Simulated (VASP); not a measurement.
# Al (P6_3/mmc) in VASP: notebook

Al is run at these levels: PBE+D3(BJ); tasks: single point.

All numbers are computed with VASP 6.6.1; they aren't measurements. Logs are shortened: lines on timing, memory, paths and dates and some standing lists are left out, and cuts for length are marked.

## 1. The cell of the first run

It takes space group P6_3/mmc (No. 194, hexagonal). The conventional cell has a = 2.702 Å, b = 2.702 Å, c = 9.241 Å, α = 90.00°, β = 90.00°, γ = 120.00°. Within 3.6 Å of Al (site symmetry -3m) lie 12 Al at 2.70 to 2.79 Å. Al (site symmetry -6m2) has 12 Al at 2.70 to 2.79 Å within 3.6 Å.

This isn't the form of Al at room conditions, which is fcc.

## 2. Single point, PBE+D3(BJ)

INCAR reads:

```
SYSTEM = Al
PREC     = Accurate       ! precision mode
ENCUT    = 520            ! plane-wave cutoff, eV
EDIFF    = 1E-7           ! SCF threshold, eV
ISMEAR   = 0              ! smearing method
SIGMA    = 0.15           ! smearing width, eV
LREAL    = .False.        ! projectors in reciprocal space
LASPH    = .True.         ! aspherical terms in the spheres
NELM     = 80             ! most SCF steps
ALGO     = Normal         ! electronic algorithm
ISIF     = 2              ! what is computed and relaxed
LWAVE    = .False.        ! write WAVECAR
LCHARG   = .False.        ! write CHGCAR
GGA      = PE             ! functional
IVDW     = 12             ! dispersion correction
NBANDS   = 14             ! bands
```

KPOINTS reads:

```
Automatic mesh
0
Gamma
  18 18 4
  0 0 0
```

POSCAR reads:

```
Al
1.0
    2.7018453743      0.0000000000      0.0000000000
   -1.3509226872      2.3398667312      0.0000000000
    0.0000000000      0.0000000000      9.2410470711
Al
4
Direct
    0.0000000000      0.0000000000      0.0000000000
    0.3333333333      0.6666666667      0.2500000000
    0.0000000000      0.0000000000      0.5000000000
    0.6666666667      0.3333333333      0.7500000000
```

Potentials or basis: VASP PAW PBE potentials, release 64 (Al).

On the command line:

```console
$ cat potpaw_PBE.64/Al/POTCAR > POTCAR
$ mpirun -np 1 vasp_std > vasp.out
```

OUTCAR:

```text
SYSTEM = Al
   PREC = Accurate
   ENCUT = 520
   EDIFF = 1E-7
   ISMEAR = 0
   LREAL = .False.
   LASPH = .True.
   NELM = 80
   ISIF = 2
   GGA = PE
   IVDW = 12
 IVDW          = 12

 ion  position               nearest neighbor table
   1  0.000  0.000  0.000-   2 2.79   4 2.79   2 2.79   4 2.79   4 2.79   2 2.79
   2  0.333  0.667  0.250-   1 2.79   3 2.79   1 2.79   3 2.79   1 2.79   3 2.79
   3  0.000  0.000  0.500-   2 2.79   4 2.79   2 2.79   4 2.79   4 2.79   2 2.79
   4  0.667  0.333  0.750-   1 2.79   3 2.79   1 2.79   3 2.79   1 2.79   3 2.79

  LATTYP: Found a hexagonal cell.
 ALAT       =     2.7018453743
 C/A-ratio  =     3.4202723661

  Lattice vectors:

 A1 = (   2.7018453743,   0.0000000000,   0.0000000000)
 A2 = (  -1.3509226872,   2.3398667312,   0.0000000000)
 A3 = (   0.0000000000,   0.0000000000,   9.2410470711)

Analysis of symmetry for initial positions (statically):
=====================================================================
 Subroutine PRICEL returns:
 Original cell was already a primitive cell.

 Routine SETGRP: Setting up the symmetry group for a
 hexagonal supercell.

 Subroutine GETGRP returns: Found 24 space group operations
 (whereof 12 operations were pure point group operations)
 out of a pool of 24 trial point group operations.

The static configuration has the point symmetry D_3d.
 The point group associated with its full space group is D_6h.

Analysis of symmetry for dynamics (positions and initial velocities):
=====================================================================
 Subroutine PRICEL returns:
 Original cell was already a primitive cell.

 Routine SETGRP: Setting up the symmetry group for a
 hexagonal supercell.

 Subroutine GETGRP returns: Found 24 space group operations
 (whereof 12 operations were pure point group operations)
 out of a pool of 24 trial point group operations.

The dynamic configuration has the point symmetry D_3d.
 The point group associated with its full space group is D_6h.

 Subroutine INISYM returns: Found 24 space group operations
 (whereof 12 operations are pure point group operations),
 and found     1 'primitive' translations

----------------------------------------------------------------------------------------

                                     Primitive cell

  volume of cell :      58.4215

  direct lattice vectors                    reciprocal lattice vectors
     2.701845374  0.000000000  0.000000000     0.370117406  0.213687384  0.000000000
    -1.350922687  2.339866731  0.000000000     0.000000000  0.427374767  0.000000000
     0.000000000  0.000000000  9.241047071     0.000000000  0.000000000  0.108212846

  length of vectors
     2.701845374  2.701845374  9.241047071     0.427374767  0.427374767  0.108212846

  position of ions in fractional coordinates (direct lattice)
     0.000000000  0.000000000  0.000000000
     0.333333333  0.666666667  0.250000000
     0.000000000  0.000000000  0.500000000
     0.666666667  0.333333333  0.750000000

  ion indices of the primitive-cell ions
   primitive index   ion index
                 1           1
                 2           2
                 3           3
                 4           4

----------------------------------------------------------------------------------------

 KPOINTS: Automatic mesh

Automatic generation of k-mesh.
 Grid dimensions read from file:
 generate k-points for:   18   18    4

 Generating k-lattice:

  Cartesian coordinates                     Fractional coordinates (reciprocal lattice)
     0.020562078  0.011871521  0.000000000     0.055555556  0.000000000  0.000000000
     0.000000000  0.023743043  0.000000000     0.000000000  0.055555556  0.000000000
     0.000000000  0.000000000  0.027053211     0.000000000  0.000000000  0.250000000

  Length of vectors
     0.023743043  0.023743043  0.027053211

  Shift w.r.t. Gamma in fractional coordinates (k-lattice)
     0.000000000  0.000000000  0.000000000

 Subroutine IBZKPT returns following result:
 ===========================================

 Found    111 irreducible k-points:

 Following reciprocal coordinates:
            Coordinates               Weight
  0.000000  0.000000  0.000000      1.000000
  0.055556  0.000000  0.000000      6.000000
  0.111111  0.000000  0.000000      6.000000
  0.166667  0.000000  0.000000      6.000000
  0.222222  0.000000  0.000000      6.000000
  0.277778  0.000000  0.000000      6.000000
[... 16 lines left out ...]
  0.333333  0.111111  0.000000     12.000000
  0.388889  0.111111  0.000000     12.000000
 [... further k-points ...]
   k-points           NKPTS =    111   k-points in BZ     NKDIM =    111   number of bands    NBANDS=     14
   number of dos      NEDOS =    301   number of ions     NIONS =      4
   total plane-waves  NPLWV =  28000
   dimension x,y,z NGX =    20 NGY =   20 NGZ =   70
   dimension x,y,z NGXF=    40 NGYF=   40 NGZF=  140
   ions per type =               4
   NGX,Y,Z   is equivalent  to a cutoff of  12.31, 12.31, 12.59 a.u.
   NGXF,Y,Z  is equivalent  to a cutoff of  24.61, 24.61, 25.19 a.u.
 SYSTEM =  Al
   PREC   = accura    normal or accurate (medium, high low for compatibility)
   ISTART =      0    job   : 0-new  1-cont  2-samecut
   ICHARG =      2    charge: 1-file 2-atom 10-const
   ISPIN  =      1    spin polarized calculation?
   LNONCOLLINEAR =      F non collinear calculations
   LSORBIT =      F    spin-orbit coupling
   LASPH  =      T    aspherical Exc in radial PAW
   ENCUT  =  520.0 eV  38.22 Ry    6.18 a.u.   5.02  5.02 17.18*2*pi/ulx,y,z
   NELM   =     80;   NELMIN=  2; NELMDL= -5     # of ELM steps
   EDIFF  = 0.1E-06   stopping-criterion for ELM
   LREAL  =      F    real-space projection
   EDIFFG = 0.1E-05   stopping-criterion for IOM
   NSW    =      0    number of steps for IOM
   IBRION =     -1    ionic relax: 0-MD 1-quasi-New 2-CG
   NFREE  =      0    steps in history (QN), initial steepest desc. (CG)
   ISIF   =      2    stress and relaxation
   ISYM   =      2    0-nonsym 1-usesym 2-fastsym
   POTIM  = 0.5000    time-step for ionic-motion
   TEBEG  =    0.0;   TEEND  =   0.0 temperature during run
   PSTRESS=    0.0 pullay stress
   NELECT =      12.0000    total number of electrons
   NUPDOWN=      -1.0000    fix difference up-down
   EMIN   =  10.00;   EMAX   =-10.00  energy-range for DOS
   EFERMI =   0.00;   METHOD = LEGACY
   ISMEAR =     0;   SIGMA  =   0.15  broadening in eV -4-tet -1-fermi 0-gaus
   EFERMI_NEDOS =   21; number of points for ismear=-14 and -15
   IALGO  =     38    algorithm
   IMIX   =      4    mixing-type and parameters
     AMIX     =   0.40;   BMIX     =  1.00
     AMIX_MAG =   1.60;   BMIX_MAG =  1.00
  volume/ion in A,a.u.               =      14.61        98.56
  Fermi-wavevector in a.u.,A,eV,Ry     =   0.965927  1.825337 12.694440  0.933015
  Thomas-Fermi vector in A             =   2.095685
   LORBIT       =      0    0 simple, 1 ext, 2 COOP (PROOUT), +10 PAW based schemes
   GGA     = PE    functional components
   LHFCALC =     F    Hartree Fock is set to
   AEXX    =    0.0000 exact exchange contribution
   IVDW    =    12    specifies the selected vdW correction
   LEPSILON=     F    determine dielectric tensor
   LRPA    =     F    only Hartree local field effects (RPA)
 non-spin polarized calculation
 Gauss-broadening in eV      SIGMA  =   0.15
  energy-cutoff  :      520.00
  volume of cell :       58.42
 maximum number of plane-waves:      1611
 NGX is ok and might be reduce to    20
   NGX =  9   NGY =  9   NGZ = 35

 number of electron      12.0000000 magnetization

 Free energy of the ion-electron system (eV)
  ---------------------------------------------------
  ext. energy  EPLUGINS =         0.00000000
  ---------------------------------------------------
  free energy    TOTEN  =       -14.63957140 eV

  energy without entropy =      -14.62070196  energy(sigma->0) =      -14.63013668

 E-fermi :   9.3060     XC(G=0): -10.6458

 val. band max:        9.3031214225   @ k =   0.2778   0.1111   0.5000
 cond. band min:       9.3083795390   @ k =   0.3333   0.1111   0.0000
 fundamental gap:      0.0052581165
 Fermi energy:         9.3060326798

 k-point     1 :       0.0000    0.0000    0.0000
  band No.  band energies     occupation
      1      -2.6737      2.00000
      2      -0.9553      2.00000
      3      -0.9507      2.00000
      4       3.9814      2.00000
      5       4.1898      2.00000
      6      12.1252      0.00000
      7      12.1341      0.00000
      8      21.4575      0.00000
      9      21.6580      0.00000
     10      21.6580      0.00000
     11      21.7180      0.00000
     12      21.7180      0.00000
     13      22.5460      0.00000
     14      22.5540      0.00000

 k-point     2 :       0.0556    0.0000    0.0000
  band No.  band energies     occupation
      1      -2.5903      2.00000
      2      -0.8731      2.00000
      3      -0.8684      2.00000
      4       4.0583      2.00000
      5       4.2706      2.00000
      6      12.1933      0.00000
      7      12.2038      0.00000
      8      19.7925      0.00000
      9      20.5381      0.00000
     10      20.8970      0.00000
     11      21.1345      0.00000
     12      21.5663      0.00000
     13      21.8540      0.00000
     14      21.8702      0.00000
[... 343 lines left out ...]
      1       1.5850      2.00000
      2       3.2383      2.00000
      3       3.2393      2.00000
      4       6.9797      2.00000
      5       7.9322      2.00000
      6       8.3742      2.00000
      7       9.0105      1.99467
      8       9.3084      0.98235
      9      12.5633      0.00000
     10      13.5412      0.00000
     11      14.1916      0.00000
     12      14.3361      0.00000
     13      14.9578      0.00000
     14      16.6199      0.00000

 k-point    24 :       0.3889    0.1111    0.0000
  band No.  band energies     occupation
      1       2.7827      2.00000
      2       4.3879      2.00000
      3       4.3955      2.00000
      4       5.5920      2.00000
      5       7.2932      2.00000
      6       7.3283      2.00000
      7       9.1918      1.71858
      8       9.6456      0.00137
      9      11.7624      0.00000
     10      11.9647      0.00000
     11      13.5538      0.00000
     12      14.2112      0.00000
     13      14.6767      0.00000
     14      17.4190      0.00000

 [... further k-points ...]

------------------------ aborting loop because EDIFF is reached ----------------------------------------

 Edisp (eV)   -1.52761

 E8    (eV) :    -0.6845

  FORCE on cell =-STRESS in cart. coord.  units (eV):
  Direction    XX          YY          ZZ          XY          YZ          ZX
  --------------------------------------------------------------------------------------
  -------------------------------------------------------------------------------------
  Total       3.83038     3.83038     1.90757    -0.00000     0.00000     0.00000
  in kB     105.04613   105.04613    52.31409    -0.00000     0.00000     0.00000
  external pressure =       87.47 kB  Pullay stress =        0.00 kB

 VOLUME and BASIS-vectors are now :
 -----------------------------------------------------------------------------
  energy-cutoff  :      520.00
  volume of cell :       58.42
      direct lattice vectors                 reciprocal lattice vectors
     2.701845374  0.000000000  0.000000000     0.370117406  0.213687384  0.000000000
    -1.350922687  2.339866731  0.000000000     0.000000000  0.427374767  0.000000000
     0.000000000  0.000000000  9.241047071     0.000000000  0.000000000  0.108212846

 POSITION                                       TOTAL-FORCE (eV/Angst)
 -----------------------------------------------------------------------------------
      0.00000      0.00000      0.00000        -0.000000      0.000000     -0.000000
     -0.00000      1.55991      2.31026        -0.000000      0.000000     -0.000000
      0.00000      0.00000      4.62052        -0.000000      0.000000     -0.000000
      1.35092      0.77996      6.93079         0.000000     -0.000000      0.000000
 -----------------------------------------------------------------------------------
    total drift:                               -0.000000      0.000000     -0.000000

  FREE ENERGIE OF THE ION-ELECTRON SYSTEM (eV)
  ---------------------------------------------------
  free  energy   TOTEN  =       -16.1671811912 eV

  energy  without entropy=      -16.1483117572  energy(sigma->0) =      -16.15774647
```

Wall time 1.7 min (1 thread of Intel Xeon 8259CL, shared host); peak memory 0.22 GiB.

What came out:

```
Free energy                : -16.1672 eV
Pressure                   : 8.7 GPa
Band gap on the k mesh     : zero (bands 6 and 7 overlap by 4.98 eV)
Dispersion energy per atom : -0.382 eV
```

Caveat: the stress differs along the axes, from 5 to 11 GPa.

## 3. Single point, PBE+D3(BJ)

This run uses another cell than the first one, of 15.01 Å³/atom.

INCAR reads:

```
PREC = Accurate
ENCUT = 520
EDIFF = 1E-7
ISMEAR = 0
SIGMA = 0.15
LREAL = F
LASPH = T
NELM = 100
ALGO = Fast
ISIF = 2
LWAVE = F
LCHARG = T
GGA = PE
IVDW = 12
LELF = T
LVHAR = T
NBANDS = 14
```

KPOINTS reads:

```
Automatic mesh
0
Gamma
  18 18 4
```

Changes to POSCAR since step 2:

```diff
@@ -2,4 +2,4 @@
 1.0
-    2.7018453743      0.0000000000      0.0000000000
-   -1.3509226872      2.3398667312      0.0000000000
+    2.7392771904      0.0000000000      0.0000000000
+   -1.3696385952      2.3722836349      0.0000000000
     0.0000000000      0.0000000000      9.2410470711
```

Potentials or basis: VASP PAW PBE potentials, release 64 (Al).

On the command line:

```console
$ cat potpaw_PBE.64/Al/POTCAR > POTCAR
$ mpirun -np 1 vasp_std > vasp.out
```

It took 2.7 min on 1 thread of Intel Xeon 8259CL, shared host; peak memory 0.21 GiB.

Results (log left out):

| Item | Value |
| --- | --- |
| Free energy | -16.2529 eV |
| Pressure | 5.4 GPa |
| Band gap on the k mesh | zero (bands 6 and 7 overlap by 5.18 eV) |
| Dispersion energy per atom | -0.371 eV |

Stress tensor (GPa, compression positive):
```
6.49 0.00 0.00
0.00 6.49 0.00
0.00 0.00 3.24
```

Levels at points of the mesh, in eV from the Fermi level:
```tsv
k point	band 2	band 3	band 4	band 5	band 6	band 7	band 8	band 9	band 10	band 11
(0.00, 0.00, 0.00)	-10.06	-10.05	-5.13	-4.90	3.03	3.04	11.97	11.97	11.98	11.98
(0.50, 0.00, 0.00)	-5.38	-4.10	-4.10	-3.31	-3.30	0.80	1.19	1.25	1.64	6.51
(0.00, 0.00, 0.50)	-11.35	-7.94	-7.94	-1.34	-1.34	8.00	8.00	12.22	12.22	12.22
(0.50, 0.00, 0.50)	-5.05	-4.92	-4.92	-1.94	-1.94	-1.24	-1.24	4.59	4.59	4.68
```

Caveat: the cell stands under pressure.

(Continued in part 2 of 2.)

The gap in the log of VASP goes by the Fermi energy; the results here count the filled bands.